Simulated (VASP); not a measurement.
Here is a VASP 6.6.1 calculation.

Contents of INCAR:

```
SYSTEM = BN
PREC = Accurate ; ENCUT = 600
EDIFF = 1E-6 ; ISMEAR = 0
SIGMA = 0.02 ; LREAL = .False.
LASPH = .True. ; NELM = 120
ALGO = Normal ; ISIF = 2
LWAVE = .False. ; LCHARG = .False.
NBANDS = 11 ; GGA_COMPAT = .False.
```

Contents of KPOINTS:

```
Automatic mesh
0
Gamma
  12 12 12
  0 0 0
```

POSCAR

```
BN
1.0
    0.0000000000      1.7899407110      1.7899407110
    1.7899407110      0.0000000000      1.7899407110
    1.7899407110      1.7899407110      0.0000000000
B N
1 1
Direct
    0.0000000000      0.0000000000      0.0000000000
    0.2500000000      0.2500000000      0.2500000000
```

Potentials or basis: VASP PAW LDA potentials, release 64 (B, N).

The run is started by

```console
$ cat potpaw_LDA.64/B/POTCAR potpaw_LDA.64/N/POTCAR > POTCAR
$ mpirun -np 1 vasp_std > vasp.out
```

Question: What does it give for the pressure?

Answer: 1.0 GPa.

Question: Predict the band gap on the k mesh.

Answer: 4.38 eV, indirect (least direct gap 8.82 eV).

A k mesh can miss the band edges. A hybrid or GW would open this gap; LDA tends to underestimate it.
